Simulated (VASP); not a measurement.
The system is In3GaP4.

```
CELL_PARAMETERS angstrom
5.59563 0.00000 0.00000
0.00000 5.59563 0.00000
0.00000 0.00000 5.59563
ATOMIC_POSITIONS crystal
In 0.50000 0.00000 0.50000
In 0.50000 0.50000 0.00000
In 0.00000 0.50000 0.50000
Ga 0.00000 0.00000 0.00000
P 0.00000 0.50000 0.00000
P 0.50000 0.50000 0.50000
P 0.00000 0.00000 0.50000
P 0.50000 0.00000 0.00000
```

```yaml
Program: VASP 6.6.1
Task: relaxation of cell and atoms
Functional: PBE
Potentials_or_basis: VASP PAW PBE potentials, release 64 (In_d, Ga_d, P)
Cutoff: 600 eV
k_mesh: 4 × 4 × 4
Occupations: gaussian, width 0.1 eV
Spin: no spin polarisation
```

At the start: pressure -4.5 GPa; volume 21.90 Å³/atom.

Task: Where does the relaxation end?

Result: Over 3 steps the energy falls by 23.4 meV/atom and the volume is 20.37 Å³/atom (-7.0 %); space group Pm-3m (No. 221, to 0.1 Å) before and after.

The path:
| step | energy change (eV) | largest force (eV/Å) | pressure (GPa) | volume (Å³) |
| --- | --- | --- | --- | --- |
| 1 | 0.0000 | 0.0000 | -4.55 | 175.21 |
| 2 | -0.1728 | 0.0000 | 1.51 | 159.91 |
| 3 | -0.1869 | 0.0000 | 0.01 | 162.96 |

Final structure:
```xyz
8
Lattice="5.4621 0.0000 0.0000 0.0000 5.4621 0.0000 0.0000 0.0000 5.4621" Properties=species:S:1:pos:R:3 pbc="T T T"
In    2.7311    0.0000    2.7311
In    2.7311    2.7311    0.0000
In    0.0000    2.7311    2.7311
Ga    0.0000    0.0000    0.0000
P     0.0000    2.7311    0.0000
P     2.7311    2.7311    2.7311
P     0.0000    0.0000    2.7311
P     2.7311    0.0000    0.0000
```

Caveat: spin-orbit coupling is left out, which moves the levels of the heavy elements.
